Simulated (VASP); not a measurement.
CaO: single point with PBE

Crystal: CaO.

```
CELL_PARAMETERS angstrom
3.44344 0.00000 0.00000
-1.72172 2.98211 0.00000
0.00000 0.00000 5.81431
ATOMIC_POSITIONS crystal
Ca 0.00000 0.00000 0.00000
Ca 0.00000 0.00000 0.50000
O 0.33333 0.66667 0.25000
O 0.66667 0.33333 0.75000
```

This cell differs from its parent crystal: biaxial xy strain +3.7%.

- Program: VASP 6.6.1
- Task: single point
- Functional: PBE
- Potentials or basis: VASP PAW PBE potentials, release 64 (Ca_sv, O)
- Cutoff: 520 eV
- k mesh: 12 × 12 × 4
- Occupations: fermi-dirac, width 0.02 eV
- Spin: no spin polarisation
- Dipole correction: no
- Further INCAR settings: ALGO = Normal; EDIFF = 1e-06; NBANDS = 24

* Pressure: -3.8 GPa
* Band gap on the k mesh: 3.86 eV

Stress tensor (GPa, compression positive):
```
-6.64  0.00  0.00
 0.00 -6.64  0.00
 0.00  0.00  2.01
```

Levels at points of the mesh, in eV from the valence-band top:
```
           k point  band 13  band 14  band 15  band 16  band 17  band 18  band 19  band 20
(0.00, 0.00, 0.00)    -1.03    -0.10     0.00     0.00     3.86     4.34     6.07     6.07
(0.50, 0.00, 0.00)    -1.13    -1.12    -0.75    -0.37     3.88     6.06     6.52     7.14
(0.00, 0.00, 0.50)    -0.56    -0.56    -0.56    -0.56     5.85     5.85     6.21     6.21
(0.50, 0.00, 0.50)    -0.89    -0.89    -0.75    -0.75     5.10     5.10     7.65     7.65
```

It took 2.5 min on 1 thread of Intel Xeon 8259CL (shared host), peak memory 0.23 GiB.

Caveat: the cell differs from its parent crystal (biaxial xy strain +3.7%); the stress differs along the axes, from -7 to 2 GPa. A k mesh can miss the band edges.
